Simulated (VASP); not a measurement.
## MgS: single point with PBE+D3(BJ)

MgS:

```
CELL_PARAMETERS angstrom
4.08962 0.00000 0.00000
-2.04481 3.54171 0.00000
0.00000 0.00000 12.61050
ATOMIC_POSITIONS crystal
Mg 0.66667 0.33333 0.06593
Mg 0.00000 0.00000 0.19855
Mg 0.00000 0.00000 0.69855
Mg 0.33333 0.66667 0.56593
S 0.66667 0.33333 0.26448
S 0.00000 0.00000 0.00000
S 0.00000 0.00000 0.50000
S 0.33333 0.66667 0.76448
```

- Program: VASP 6.6.1
- Task: single point
- Functional: PBE
- Dispersion: D3(BJ)
- Potentials or basis: VASP PAW PBE potentials, release 64 (Mg, S)
- Cutoff: 520 eV
- k mesh: 6 × 6 × 2
- Occupations: gaussian, width 0.1 eV
- Spin: no spin polarisation
- Dipole correction: no
- Further INCAR settings: ALGO = Normal; EDIFF = 1e-06; NBANDS = 26

- Pressure: -1.6 GPa
- Largest force: 1.389 eV/Å
- Band gap on the k mesh: 3.05 eV
- Dispersion energy per atom: -0.266 eV

Forces in eV/Å, atoms in the order of the input:
```
Mg   0.000  0.000 -1.323
Mg   0.000  0.000  1.389
Mg   0.000  0.000  1.389
Mg   0.000  0.000 -1.323
S    0.000  0.000 -1.087
S    0.000  0.000  1.020
S    0.000  0.000  1.020
S    0.000  0.000 -1.087
```

Stress tensor (GPa, compression positive):
```
-1.05  0.00  0.00
 0.00 -1.05  0.00
 0.00  0.00 -2.75
```

Levels at points of the mesh, in eV from the valence-band top:
```tsv
k point	band 13	band 14	band 15	band 16	band 17	band 18	band 19	band 20
(0.00, 0.00, 0.00)	-0.47	-0.31	-0.31	0.00	3.05	4.31	4.48	4.75
(0.50, 0.00, 0.00)	-0.89	-0.80	-0.55	-0.54	3.49	3.74	4.84	5.31
(0.00, 0.00, 0.50)	-0.37	-0.37	-0.37	-0.37	3.69	3.69	4.60	4.60
(0.50, 0.00, 0.50)	-0.84	-0.84	-0.69	-0.69	3.73	3.73	5.05	5.05
```

It took 110 s on 1 thread of Intel Xeon 8259CL (shared host), peak memory 0.3 GiB.

Caveat: forces of over 1 eV/Å act on the atoms, so gaps and moduli don't describe the material at rest. A k mesh can miss the band edges.
